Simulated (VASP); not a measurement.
Wanted: the native input for a VASP 6.6.1 run.

```yaml
Task: single point
Functional: PBEsol
Potentials_or_basis: VASP PAW PBE potentials, release 64 (Ag, Cl)
Cutoff: 520 eV
k_mesh: 10 × 10 × 6
Occupations: gaussian, width 0.05 eV
Spin: no spin polarisation
Dipole_correction: no
Further_INCAR_settings: ALGO = Normal; EDIFF = 1e-06; NBANDS = 26
```

The structure of AgCl lies in POSCAR:

```
AgCl
1.0
    3.4087752082      0.0000000000      0.0000000000
    0.0000000000      3.3311591989      0.0000000000
    0.0000000000      0.0000000000      6.6623183978
Ag Cl
2 2
Direct
    0.0000000000      0.0000000000      0.0000000000
    0.0000000000      0.0000000000      0.5000000000
    0.3213834991      0.5000000000      0.2500000000
    0.6786165009      0.5000000000      0.7500000000
```

This cell differs from its parent crystal: atoms displaced along a vibrational mode, the cell strained.

The input as run:

INCAR

```
SYSTEM = AgCl
  PREC = Accurate
  ENCUT = 520
  EDIFF = 1E-6
  ISMEAR = 0
  SIGMA = 0.05
  LREAL = .False.
  LASPH = .True.
  NELM = 60
  ALGO = Normal
  ISIF = 2
  LWAVE = .False.
  LCHARG = .True.
  GGA = PS
  LELF = .True.
  LVHAR = .True.
  NBANDS = 26
```

KPOINTS

```
Automatic mesh
0
Gamma
  10 10 6
  0 0 0
```

Potentials or basis: VASP PAW PBE potentials, release 64 (Ag, Cl).

The run is started by

```bash
$ cat potpaw_PBE.64/Ag/POTCAR potpaw_PBE.64/Cl/POTCAR > POTCAR
$ mpirun -np 1 vasp_std > vasp.out
```

It gave:

```yaml
Pressure: 3.9 GPa
Largest_force: 0.229 eV/Å
Band_gap_on_the_k_mesh: 0.57 eV (least direct gap 0.62 eV)
```

Caveat: the cell differs from its parent crystal (atoms displaced along a vibrational mode, the cell strained); the cell stands under pressure; semilocal functionals underestimate gaps, and a narrow one can read as zero; the PAW data sets were made with another functional, which shifts forces and pressure a little.

It took 90 s on 1 thread of Intel(R) Xeon(R) 6975P-C (Granite Rapids), on a shared host, peak memory 0.35 GiB.
